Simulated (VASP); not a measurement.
Rb, 12 atoms in the cell. Symmetry: R-3m, No. 166, trigonal system. Conventional cell: a = 11.601 Å, b = 11.601 Å, c = 29.676 Å, α = 90.00°, β = 90.00°, γ = 120.00°. Rb (site symmetry m) has 6 Rb at 3.94 to 4.26 Å within 5.2 Å. Rb (site symmetry m) has 7 Rb at 4.21 to 4.75 Å within 5.5 Å. 

* Program: VASP 6.6.1
* Task: single point
* Functional: PBE
* Potentials or basis: VASP PAW PBE potentials, release 64 (Rb_sv)
* Cutoff: 520 eV
* k mesh: 3 × 3 × 3
* Occupations: gaussian, width 0.1 eV
* Spin: no spin polarisation
* Dipole correction: no
* Further INCAR settings: ALGO = Fast; EDIFF = 1e-07; NBANDS = 66

Potentials or basis: VASP PAW PBE potentials, release 64 (Rb_sv).

Launch:

```sh
$ cat potpaw_PBE.64/Rb_sv/POTCAR > POTCAR
$ mpirun -np 1 vasp_std > vasp.out
```

Hardware: 1 thread of AMD EPYC 9R45 96-Core Processor (Zen 5), with other jobs on the host.

Question: Estimate the wall time of this run.

Answer: Run time: 19 min on 1 thread of AMD EPYC 9R45 96-Core Processor (Zen 5), on a shared host, peak memory 1.4 GiB. Counts: scf iterations 25, k points 6.
